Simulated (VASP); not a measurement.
# CoSi2 (Immm) in VASP: notebook

Runs on CoSi2. Level: PBE. Tasks: single point.

Program: VASP 6.6.1. These are calculated values, not measurements. Logs are shortened: lines on timing, memory, paths and dates and some standing lists are left out, and cuts for length are marked.

**1. The cell of the first run**

It takes space group Immm (No. 71, orthorhombic). Conventional cell: a = 3.746 Å, b = 3.746 Å, c = 5.485 Å, α = 90.00°, β = 90.00°, γ = 90.00°. Within 3.0 Å of Co (site symmetry mmm) lie 8 Si at 2.25 to 2.40 Å. Within 3.0 Å of Si (site symmetry mm2) lie 4 Co at 2.25 to 2.40 Å and 6 Si at 2.49 to 2.99 Å.

**2. Single point, PBE (mode 6 frozen in at -0.123 Å, strain +e along z and -e/2 along x and y +0.0233)**

INCAR reads:

```
PREC = Accurate
ENCUT = 520
EDIFF = 1E-6
ISMEAR = 0
SIGMA = 0.15
LREAL = False
LASPH = True
NELM = 60
ALGO = Normal
ISIF = 2
LWAVE = False
LCHARG = False
GGA = PE
NBANDS = 16
```

KPOINTS reads:

```
Automatic mesh
0
Gamma
  12 12 12
```

POSCAR reads:

```
CoSi2
1.0
    0.0000000000      2.6489523179      2.7426244821
    2.6489523179      0.0000000000      2.7426244821
    2.6489523179      2.6489523179      0.0000000000
Co Si
1 2
Direct
    0.0000000000      0.0000000000      0.0000000000
    0.2270537489      0.2270537489      0.2729462511
    0.7729462511      0.7729462511      0.7270537489
```

Potentials or basis: VASP PAW PBE potentials, release 64 (Co, Si).

Run with:

```console
cat potpaw_PBE.64/Co/POTCAR potpaw_PBE.64/Si/POTCAR > POTCAR
mpirun -np 1 vasp_std > vasp.out
```

OUTCAR:

```text
PREC = Accurate
   ENCUT = 520
   EDIFF = 1E-6
   ISMEAR = 0
   LREAL = False
   LASPH = True
   NELM = 60
   ISIF = 2
   GGA = PE

 ion  position               nearest neighbor table
   1  0.000  0.000  0.000-   3 2.25   2 2.25   3 2.25   2 2.25   3 2.40   3 2.40   2 2.40   2 2.40

   2  0.227  0.227  0.273-   1 2.25   1 2.25   1 2.40   1 2.40   3 2.49   3 2.66   3 2.66   3 2.66
                             3 2.66   3 2.99
   3  0.773  0.773  0.727-   1 2.25   1 2.25   1 2.40   1 2.40   2 2.49   2 2.66   2 2.66   2 2.66
                             2 2.66   2 2.99

  LATTYP: Found a body centered tetragonal cell.
 ALAT       =     3.7461842941
 C/A-ratio  =     1.4642229356

  Lattice vectors:

 A1 = (  -2.6489523179,   0.0000000000,   2.7426244821)
 A2 = (   2.6489523179,   0.0000000000,   2.7426244821)
 A3 = (   0.0000000000,   2.6489523179,  -2.7426244821)

Analysis of symmetry for initial positions (statically):
=====================================================================
 Subroutine PRICEL returns:
 Original cell was already a primitive cell.

 Routine SETGRP: Setting up the symmetry group for a
 body centered tetragonal supercell.

 Subroutine GETGRP returns: Found  8 space group operations
 (whereof  8 operations were pure point group operations)
 out of a pool of 16 trial point group operations.

The static configuration has the point symmetry D_2h.

Analysis of symmetry for dynamics (positions and initial velocities):
=====================================================================
 Subroutine PRICEL returns:
 Original cell was already a primitive cell.

 Routine SETGRP: Setting up the symmetry group for a
 body centered tetragonal supercell.

 Subroutine GETGRP returns: Found  8 space group operations
 (whereof  8 operations were pure point group operations)
 out of a pool of 16 trial point group operations.

The dynamic configuration has the point symmetry D_2h.

 Subroutine INISYM returns: Found  8 space group operations
 (whereof  8 operations are pure point group operations),
 and found     1 'primitive' translations

----------------------------------------------------------------------------------------

                                     Primitive cell

  volume of cell :      38.4897

  direct lattice vectors                    reciprocal lattice vectors
[... 82 lines left out ...]
   ICHARG =      2    charge: 1-file 2-atom 10-const
   ISPIN  =      1    spin polarized calculation?
   LNONCOLLINEAR =      F non collinear calculations
   LSORBIT =      F    spin-orbit coupling
   LASPH  =      T    aspherical Exc in radial PAW
   ENCUT  =  520.0 eV  38.22 Ry    6.18 a.u.   7.09  7.09  6.97*2*pi/ulx,y,z
   NELM   =     60;   NELMIN=  2; NELMDL= -5     # of ELM steps
   EDIFF  = 0.1E-05   stopping-criterion for ELM
   LREAL  =      F    real-space projection
   EDIFFG = 0.1E-04   stopping-criterion for IOM
   NSW    =      0    number of steps for IOM
   IBRION =     -1    ionic relax: 0-MD 1-quasi-New 2-CG
   NFREE  =      0    steps in history (QN), initial steepest desc. (CG)
   ISIF   =      2    stress and relaxation
   ISYM   =      2    0-nonsym 1-usesym 2-fastsym
   POTIM  = 0.5000    time-step for ionic-motion
   TEBEG  =    0.0;   TEEND  =   0.0 temperature during run
   PSTRESS=    0.0 pullay stress
   NELECT =      17.0000    total number of electrons
   NUPDOWN=      -1.0000    fix difference up-down
   EMIN   =  10.00;   EMAX   =-10.00  energy-range for DOS
   EFERMI =   0.00;   METHOD = LEGACY
   ISMEAR =     0;   SIGMA  =   0.15  broadening in eV -4-tet -1-fermi 0-gaus
   EFERMI_NEDOS =   21; number of points for ismear=-14 and -15
   IALGO  =     38    algorithm
   IMIX   =      4    mixing-type and parameters
     AMIX     =   0.40;   BMIX     =  1.00
     AMIX_MAG =   1.60;   BMIX_MAG =  1.00
  volume/ion in A,a.u.               =      12.83        86.58
  Fermi-wavevector in a.u.,A,eV,Ry     =   1.246741  2.355999 21.148396  1.554363
  Thomas-Fermi vector in A             =   2.380905
   LORBIT       =      0    0 simple, 1 ext, 2 COOP (PROOUT), +10 PAW based schemes
   GGA     = PE    functional components
   LHFCALC =     F    Hartree Fock is set to
   AEXX    =    0.0000 exact exchange contribution
   IVDW    =     0    specifies the selected vdW correction
   LEPSILON=     F    determine dielectric tensor
   LRPA    =     F    only Hartree local field effects (RPA)
 non-spin polarized calculation
 Gauss-broadening in eV      SIGMA  =   0.15
  energy-cutoff  :      520.00
  volume of cell :       38.49
 maximum number of plane-waves:      1054
   NGX = 15   NGY = 15   NGZ = 13

 number of electron      16.9999999 magnetization

 Free energy of the ion-electron system (eV)
  ---------------------------------------------------
  ext. energy  EPLUGINS =         0.00000000
  ---------------------------------------------------
  free energy    TOTEN  =       -19.13303883 eV

  energy without entropy =      -19.12157800  energy(sigma->0) =      -19.12730842

 E-fermi :  10.0993     XC(G=0): -11.7289

 val. band max:       10.0962340973   @ k =   0.0000  -0.2500  -0.3333
 cond. band min:      10.1000899250   @ k =  -0.3333   0.0833   0.0000
 fundamental gap:      0.0038558277
 Fermi energy:        10.0992712782

 k-point     1 :       0.0000    0.0000    0.0000
  band No.  band energies     occupation
      1      -3.0942      2.00000
      2       5.8274      2.00000
      3       5.9334      2.00000
      4       6.1386      2.00000
      5       8.1694      2.00000
      6       8.2178      2.00000
[... 433 lines left out ...]
      3       6.5788      2.00000
      4       6.7258      2.00000
      5       7.1398      2.00000
      6       8.0877      2.00000
[... 8 lines left out ...]
     15      20.6413      0.00000
     16      20.7938      0.00000

 [... further k-points ...]
[... 5 lines left out ...]
  --------------------------------------------------------------------------------------
  -------------------------------------------------------------------------------------
  Total        0.5807107      0.5807107      0.3950162      2.2858403      0.0000000      0.0000000
  in kB       24.1727359     24.1727359     16.4429923     95.1506666      0.0000000      0.0000000
  external PRESSURE =      21.5961547 kB  Pullay stress =       0.0000000 kB

 VOLUME and BASIS-vectors are now :
 -----------------------------------------------------------------------------
  energy-cutoff  :      520.00
  volume of cell :       38.49
      direct lattice vectors                 reciprocal lattice vectors
     0.000000000  2.648952318  2.742624482    -0.188753869  0.188753869  0.182307131
     2.648952318  0.000000000  2.742624482     0.188753869 -0.188753869  0.182307131
     2.648952318  2.648952318  0.000000000     0.188753869  0.188753869 -0.182307131

 POSITION                                       TOTAL-FORCE (eV/Angst)
 -----------------------------------------------------------------------------------
      0.00000      0.00000      0.00000        -0.000000      0.000000      0.000000
      1.32448      1.32448      1.24545        -0.000000     -0.000000      1.340663
      3.97343      3.97343      4.23980         0.000000      0.000000     -1.340663
 -----------------------------------------------------------------------------------
    total drift:                               -0.000000      0.000000      0.000000

  FREE ENERGIE OF THE ION-ELECTRON SYSTEM (eV)
  ---------------------------------------------------
  free  energy   TOTEN  =       -19.1330388344 eV

  energy  without entropy=      -19.1215779972  energy(sigma->0) =      -19.12730842
```

OSZICAR:

```text
N       E                     dE             d eps       ncg     rms          rms(c)
DAV:   1     0.601406331529E+02    0.60141E+02   -0.67650E+03  9000   0.101E+03
DAV:   2    -0.174392739386E+02   -0.77580E+02   -0.69109E+02 10040   0.201E+02
DAV:   3    -0.205069382156E+02   -0.30677E+01   -0.30127E+01 11696   0.443E+01
DAV:   4    -0.205598050468E+02   -0.52867E-01   -0.52835E-01 10792   0.561E+00
DAV:   5    -0.205614268548E+02   -0.16218E-02   -0.16217E-02 11816   0.101E+00    0.145E+01
DAV:   6    -0.242744822647E+02   -0.37131E+01   -0.23907E+01  9440   0.103E+02    0.179E+01
DAV:   7    -0.191633796974E+02    0.51111E+01   -0.10975E+01 11216   0.812E+01    0.328E+00
DAV:   8    -0.191673081336E+02   -0.39284E-02   -0.77881E-01 11104   0.606E+00    0.199E+00
DAV:   9    -0.191331217992E+02    0.34186E-01   -0.95686E-02 10688   0.581E+00    0.493E-01
DAV:  10    -0.191331251086E+02   -0.33094E-05   -0.66519E-03 12736   0.127E+00    0.139E-01
DAV:  11    -0.191330120712E+02    0.11304E-03   -0.79085E-04 12072   0.505E-01    0.374E-02
DAV:  12    -0.191330395273E+02   -0.27456E-04   -0.70439E-05 10200   0.573E-02    0.152E-02
DAV:  13    -0.191330388344E+02    0.69290E-06   -0.87738E-06 12152   0.478E-02
   1 F= -.19133039E+02 E0= -.19127308E+02  d E =-.114608E-01
```

stdout:

```text
POSCAR found type information on POSCAR CoSi
 POSCAR found :  2 types and       3 ions
 scaLAPACK will be used
 LDA part: xc-table for (Slater+PW92), standard interpolation
 POSCAR, INCAR and KPOINTS ok, starting setup
 FFT: planning ... GRIDC
 FFT: planning ... GRID_SOFT
 FFT: planning ... GRID
 WAVECAR not read
 entering main loop
```

It took 1.9 min on 1 thread of Intel Xeon 6975P-C, shared host; peak memory 0.29 GiB.

Results:

```
Free energy   : -19.1330 eV
Pressure      : 2.2 GPa
Largest force : 1.341 eV/Å
```

Forces in eV/Å, atoms in the order of the input:
```
Co   0.000  0.000  0.000
Si   0.000  0.000  1.341
Si   0.000  0.000 -1.341
```

Levels at points of the mesh, in eV from the Fermi level:
```csv
k point,band 7,band 8,band 9,band 10,band 11,band 12
"(0.00, 0.00, 0.00)",0.71,2.80,3.19,3.23,3.34,3.46
"(0.50, 0.00, 0.00)",-1.41,-0.69,0.22,2.33,2.86,3.67
"(0.00, 0.00, 0.50)",-1.65,-1.45,-0.07,2.91,3.16,3.75
"(0.50, 0.50, 0.00)",-1.99,-1.79,-1.37,1.64,3.01,8.58
"(0.50, 0.00, 0.50)",-2.06,-1.66,-1.29,1.44,2.75,8.54
```

Caveat: the cell differs from its parent crystal (mode 6 frozen in at -0.123 Å, strain +e along z and -e/2 along x and y +0.0233); forces of over 1 eV/Å act on the atoms, so gaps and moduli don't describe the material at rest.

**3. Single point, PBE (mode 6 frozen in at -0.164 Å, strain +e along z and -e/2 along x and y -0.0467)**

INCAR reads:

```
PREC     = Accurate       # precision mode
ENCUT    = 520            # plane-wave cutoff, eV
EDIFF    = 1E-6           # SCF threshold, eV
ISMEAR   = 0              # smearing method
SIGMA    = 0.15           # smearing width, eV
LREAL    = F              # projectors in reciprocal space
LASPH    = T              # aspherical terms in the spheres
NELM     = 60             # most SCF steps
ALGO     = Normal         # electronic algorithm
ISIF     = 2              # what is computed and relaxed
LWAVE    = F              # write WAVECAR
LCHARG   = F              # write CHGCAR
GGA      = PE             # functional
NBANDS   = 16             # bands
```

KPOINTS reads:

```
regular mesh
0
Gamma
  12 12 12
```

POSCAR reads:

```
CoSi2
1.0
    0.0000000000      2.7427584909      2.5550121360
    2.7427584909      0.0000000000      2.5550121360
    2.7427584909      2.7427584909      0.0000000000
Co Si
1 2
Direct
    0.0000000000      0.0000000000      0.0000000000
    0.2194049986      0.2194049986      0.2805950014
    0.7805950014      0.7805950014      0.7194049986
```

Potentials or basis: VASP PAW PBE potentials, release 64 (Co, Si).

Run with:

```console
cat potpaw_PBE.64/Co/POTCAR potpaw_PBE.64/Si/POTCAR > POTCAR
mpirun -np 1 vasp_std > vasp.out
```

OUTCAR:

```text
PREC = Accurate
   ENCUT = 520
   EDIFF = 1E-6
   ISMEAR = 0
   LREAL = F
   LASPH = T
   NELM = 60
   ISIF = 2
   GGA = PE

 ion  position               nearest neighbor table
   1  0.000  0.000  0.000-   3 2.24   2 2.24   3 2.24   2 2.24   3 2.41   3 2.41   2 2.41   2 2.41

   2  0.219  0.219  0.281-   1 2.24   1 2.24   3 2.24   1 2.41   1 2.41   3 2.76   3 2.76   3 2.76
                             3 2.76   3 2.87
   3  0.781  0.781  0.719-   1 2.24   1 2.24   2 2.24   1 2.41   1 2.41   2 2.76   2 2.76   2 2.76
                             2 2.76   2 2.87

[... 646 lines left out ...]
     15      20.9726      0.00000
     16      21.1977      0.00000

 [... further k-points ...]
[... 5 lines left out ...]
  --------------------------------------------------------------------------------------
  -------------------------------------------------------------------------------------
  Total       -0.1386428     -0.1386428      4.4916100      2.4514461      0.0000000      0.0000000
  in kB       -5.7784277     -5.7784277    187.2037419    102.1726922      0.0000000      0.0000000
  external PRESSURE =      58.5489622 kB  Pullay stress =       0.0000000 kB

 VOLUME and BASIS-vectors are now :
 -----------------------------------------------------------------------------
  energy-cutoff  :      520.00
  volume of cell :       38.44
      direct lattice vectors                 reciprocal lattice vectors
     0.000000000  2.742758491  2.555012136    -0.182298223  0.182298223  0.195693787
     2.742758491  0.000000000  2.555012136     0.182298223 -0.182298223  0.195693787
     2.742758491  2.742758491  0.000000000     0.182298223  0.182298223 -0.195693787

 POSITION                                       TOTAL-FORCE (eV/Angst)
 -----------------------------------------------------------------------------------
      0.00000      0.00000      0.00000         0.000000      0.000000     -0.000000
      1.37138      1.37138      1.12116         0.000000      0.000000      3.050130
      4.11414      4.11414      3.98886         0.000000      0.000000     -3.050130
 -----------------------------------------------------------------------------------
    total drift:                                0.000000      0.000000     -0.000000

  FREE ENERGIE OF THE ION-ELECTRON SYSTEM (eV)
  ---------------------------------------------------
  free  energy   TOTEN  =       -18.8349302662 eV

  energy  without entropy=      -18.8230925382  energy(sigma->0) =      -18.82901140
```

OSZICAR:

```text
N       E                     dE             d eps       ncg     rms          rms(c)
DAV:   1     0.602627723498E+02    0.60263E+02   -0.67689E+03  9032   0.101E+03
DAV:   2    -0.171811743116E+02   -0.77444E+02   -0.68966E+02  9912   0.201E+02
DAV:   3    -0.203076046034E+02   -0.31264E+01   -0.30612E+01 11792   0.447E+01
DAV:   4    -0.203627058698E+02   -0.55101E-01   -0.55067E-01 10744   0.572E+00
DAV:   5    -0.203643479042E+02   -0.16420E-02   -0.16420E-02 12208   0.101E+00    0.148E+01
DAV:   6    -0.243096407415E+02   -0.39453E+01   -0.24719E+01  9552   0.106E+02    0.187E+01
DAV:   7    -0.188639589766E+02    0.54457E+01   -0.11564E+01 11328   0.835E+01    0.347E+00
DAV:   8    -0.188714046959E+02   -0.74457E-02   -0.87024E-01 11288   0.649E+00    0.206E+00
DAV:   9    -0.188352398853E+02    0.36165E-01   -0.10076E-01 11120   0.600E+00    0.513E-01
DAV:  10    -0.188349349270E+02    0.30496E-03   -0.67820E-03 13616   0.123E+00    0.139E-01
DAV:  11    -0.188349049784E+02    0.29949E-04   -0.71415E-04 12752   0.451E-01    0.470E-02
DAV:  12    -0.188349291250E+02   -0.24147E-04   -0.53900E-05 10592   0.538E-02    0.146E-02
DAV:  13    -0.188349300011E+02   -0.87605E-06   -0.10600E-05 11800   0.562E-02    0.643E-03
DAV:  14    -0.188349302662E+02   -0.26511E-06   -0.13056E-06  8440   0.103E-02
   1 F= -.18834930E+02 E0= -.18829011E+02  d E =-.118377E-01
```

stdout:

```text
POSCAR found type information on POSCAR CoSi
 POSCAR found :  2 types and       3 ions
 scaLAPACK will be used
 LDA part: xc-table for (Slater+PW92), standard interpolation
 POSCAR, INCAR and KPOINTS ok, starting setup
 FFT: planning ... GRIDC
 FFT: planning ... GRID_SOFT
 FFT: planning ... GRID
 WAVECAR not read
 entering main loop
```

It took 2.2 min on 1 thread of Intel Xeon 6975P-C, shared host; peak memory 0.29 GiB.

What came out:

- Free energy: -18.8349 eV
- Pressure: 5.9 GPa
- Largest force: 3.050 eV/Å

Forces on the atoms (eV/Å):
```
Co   0.000  0.000  0.000
Si   0.000  0.000  3.050
Si   0.000  0.000 -3.050
```

Levels at points of the mesh, in eV from the Fermi level:
```tsv
k point	band 7	band 8	band 9	band 10	band 11	band 12
(0.00, 0.00, 0.00)	0.69	1.90	2.47	2.97	3.64	3.82
(0.50, 0.00, 0.00)	-1.51	-1.28	0.51	2.55	2.62	3.65
(0.00, 0.00, 0.50)	-1.62	-1.26	-0.29	2.83	2.93	3.59
(0.50, 0.50, 0.00)	-1.74	-1.71	-1.49	1.09	2.65	8.82
(0.50, 0.00, 0.50)	-1.85	-1.70	-1.34	1.65	2.80	8.38
```

Caveat: the cell differs from its parent crystal (mode 6 frozen in at -0.164 Å, strain +e along z and -e/2 along x and y -0.0467); forces of over 1 eV/Å act on the atoms, so gaps and moduli don't describe the material at rest.
